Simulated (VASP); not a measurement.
**PdBr: single point with PBE**

The system is PdBr.

```
Pd Br
1.0
     5.89685    0.00000    0.00000
     0.00000    5.89685    0.00000
     0.00000    0.00000    5.89685
Pd Br
4 4
Direct
  0.03052 0.03052 0.03052
  0.46948 0.96948 0.53052
  0.53052 0.46948 0.96948
  0.96948 0.53052 0.46948
  0.76888 0.76888 0.76888
  0.73112 0.23112 0.26888
  0.26888 0.73112 0.23112
  0.23112 0.26888 0.73112
```

| Quantity | Value |
| --- | --- |
| Program | VASP 6.6.1 |
| Task | single point |
| Functional | PBE |
| Potentials or basis | VASP PAW PBE potentials, release 64 (Pd, Br) |
| Cutoff | 500 eV |
| k mesh | 8 × 8 × 8 |
| Occupations | gaussian, width 0.1 eV |
| Spin | no spin polarisation |

| Property | Result |
| --- | --- |
| Pressure | 0.0 GPa |
| Band gap on the k mesh | zero (bands 34 and 35 overlap by 0.69 eV) |

Forces on the atoms (eV/Å):
```
Pd  -0.001 -0.001 -0.001
Pd   0.001  0.001 -0.001
Pd  -0.001  0.001  0.001
Pd   0.001 -0.001  0.001
Br   0.001  0.001  0.001
Br  -0.001 -0.001  0.001
Br   0.001 -0.001 -0.001
Br  -0.001  0.001 -0.001
```

Levels at points of the mesh, in eV from the Fermi level:
| k point | band 30 | band 31 | band 32 | band 33 | band 34 | band 35 | band 36 | band 37 | band 38 | band 39 |
| --- | --- | --- | --- | --- | --- | --- | --- | --- | --- | --- |
| (0.00, 0.00, 0.00) | -0.98 | -0.98 | -0.98 | -0.67 | 0.63 | 0.63 | 0.63 | 1.01 | 3.97 | 3.97 |
| (0.50, 0.00, 0.00) | -0.63 | -0.41 | -0.41 | -0.14 | -0.14 | -0.06 | -0.06 | 3.10 | 3.10 | 5.09 |
| (0.50, 0.50, 0.00) | -0.79 | -0.78 | -0.78 | -0.13 | -0.13 | 0.19 | 0.19 | 4.26 | 4.26 | 4.29 |
| (0.50, 0.50, 0.50) | -0.29 | -0.29 | -0.29 | 0.02 | 0.02 | 0.02 | 0.02 | 3.40 | 3.40 | 3.40 |

Wall time 2.8 min on 1 thread of Intel(R) Xeon(R) 6975P-C (Granite Rapids), with other jobs on the host, peak memory 0.5 GiB.
